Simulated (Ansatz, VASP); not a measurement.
## SiC: VASP beside Ansatz

Contents of INCAR:

```
SYSTEM = SiC
  PREC = Accurate
  ENCUT = 520
  EDIFF = 1E-6
  ISMEAR = 0
  SIGMA = 0.05
  LREAL = .FALSE.
  LASPH = .TRUE.
  NELM = 80
  ALGO = Normal
  ISIF = 2
  LWAVE = .FALSE.
  LCHARG = .FALSE.
  GGA = PE
  IBRION = 2
  NSW = 50
  EDIFFG = -0.01
```

KPOINTS

```
regular mesh
0
G
  12 12 6
  0 0 0
```

Contents of POSCAR:

```
SiC
1.0
    3.0476667194      0.0000000000      0.0000000000
   -1.5238333597      2.6393568013      0.0000000000
    0.0000000000      0.0000000000      4.8046465832
Si C
2 2
Direct
    0.3333333333      0.6666666667      0.0045639005
    0.6666666667      0.3333333333      0.5045639005
    0.3333333333      0.6666666667      0.3804360995
    0.6666666667      0.3333333333      0.8804360995
```

Input for Ansatz:

```yaml
crystal:
  lattice:
    - [3.0476667194, 0.0, 0.0]
    - [-1.5238333597, 2.6393568013, 0.0]
    - [0.0, 0.0, 4.8046465832]
  atoms:
    - { symbol: Si, position: [0.3333333333, 0.6666666667, 0.0045639005] }
    - { symbol: Si, position: [0.6666666667, 0.3333333333, 0.5045639005] }
    - { symbol: C, position: [0.3333333333, 0.6666666667, 0.3804360995] }
    - { symbol: C, position: [0.6666666667, 0.3333333333, 0.8804360995] }
basis:
  ecutwfc: 520.0
kpoints:
  mp_grid: { grid: [12, 12, 6] }
hamiltonian:
  xc: pbe
  pseudopotentials: { kind: paw, azcp: { folder: soft_1 } }
scf:
  occupations: { method: gaussian, width: 0.05 }
output:
  forces: true
  stress: true
  eigenvalues: true
  write_density: true
  write_potential: true
  elf: true
  volumetric_format: npy
relax:
  adjacent_minimum: "off"
  f_tol: 0.01
  max_steps: 30
```

Alike in both runs: task relaxation of the atoms; functional PBE; k mesh 12 × 12 × 6; occupations gaussian, width 0.05 eV; no spin polarisation.

|  | VASP | Ansatz |
| --- | --- | --- |
| version | VASP 6.6.1 | Ansatz 0.2.0 |
| potentials or method | VASP PAW PBE potentials, release 64 (Si, C), cutoff 520 eV | scalar-relativistic, plane waves, PAW |
| valence electrons in the cell | 16 | 16 |

|  | VASP | Ansatz | Ansatz less VASP |
| --- | --- | --- | --- |
| gap on the k mesh at the Fermi level, each at its own relaxed structure (eV) | 2.17 | 2.17 | +0.005 |

Ansatz's warnings: stress scf threshold loose.
